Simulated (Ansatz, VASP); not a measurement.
ZnS in VASP and in Ansatz

Contents of POSCAR:

```
ZnS
1.0
    3.8109987816      0.0000000000      0.0000000000
   -1.9054993908      3.3004217586      0.0000000000
    0.0000000000      0.0000000000      6.2340000000
Zn S
2 2
Direct
    0.3333333333      0.6666666667      0.0000000000
    0.6666666667      0.3333333333      0.5000000000
    0.2712492042      0.6212179298      0.3850000000
    0.6666666667      0.3333333333      0.8850000000
```

Contents of INCAR.step1:

```
PREC = Accurate
ENCUT = 520
ISMEAR = 0
SIGMA = 0.05
LREAL = False
LASPH = True
NELM = 100
NBANDS = 26
GGA = PE
ALGO = Normal
EDIFF = 1E-4
LWAVE = True
LCHARG = False
```

INCAR.step2

```
PREC = Accurate
ENCUT = 520
EDIFF = 1E-6
ISMEAR = 0
SIGMA = 0.05
LREAL = False
LASPH = True
NELM = 100
ALGO = Normal
ISIF = 2
LWAVE = False
LCHARG = False
METAGGA = R2SCAN
LMIXTAU = True
NBANDS = 26
ISTART = 1
```

File KPOINTS:

```
regular mesh
0
Gamma
  6 6 4
```

Input for Ansatz:

```yaml
crystal:
  lattice:
    - [3.8109987816, 0.0, 0.0]
    - [-1.9054993908, 3.3004217586, 0.0]
    - [0.0, 0.0, 6.234]
  atoms:
    - { symbol: Zn, position: [0.3333333333, 0.6666666667, 0.0] }
    - { symbol: Zn, position: [0.6666666667, 0.3333333333, 0.5] }
    - { symbol: S, position: [0.2712492042, 0.6212179298, 0.385] }
    - { symbol: S, position: [0.6666666667, 0.3333333333, 0.885] }
basis:
  ecutwfc: 500
kpoints:
  mp_grid: { grid: [6, 6, 4] }
hamiltonian:
  xc: r2scan
scf:
  occupations: { method: gaussian, width: 0.05 }
output:
  forces: true
  stress: true
  eigenvalues: true
  write_density: true
  write_potential: true
  elf: true
  volumetric_format: npy
```

Alike in both runs: task single point; functional r2SCAN; k mesh 6 × 6 × 4; occupations gaussian, width 0.05 eV; no spin polarisation.

```csv
,VASP,Ansatz
version,VASP 6.6.1,Ansatz 0.2.0
potentials or method,"VASP PAW PBE potentials, release 64 (Zn, S), cutoff 520 eV","scalar-relativistic, plane waves, PAW"
valence electrons in the cell,36,36
```

Ansatz gave:

```
gap on the k mesh at the Fermi level (eV)                     : 2.76
least direct gap on the mesh (eV)                             : 2.76
pressure (GPa)                                                : 1.2
traceless stress, the component that is largest in VASP (GPa) : 3.33
rms of the force components (eV/Å)                            : 0.869
```

Problem. Which values does VASP return?

Solution. gap on the k mesh at the Fermi level (eV): 2.77; least direct gap on the mesh (eV): 2.77; pressure (GPa): 1.3; traceless stress, the component that is largest in VASP (GPa): 3.36; rms of the force components (eV/Å): 0.876.

VASP's potentials were made for PBE, not for r2SCAN. Atom by atom the forces differ by 0.008 eV/Å (rms over components).
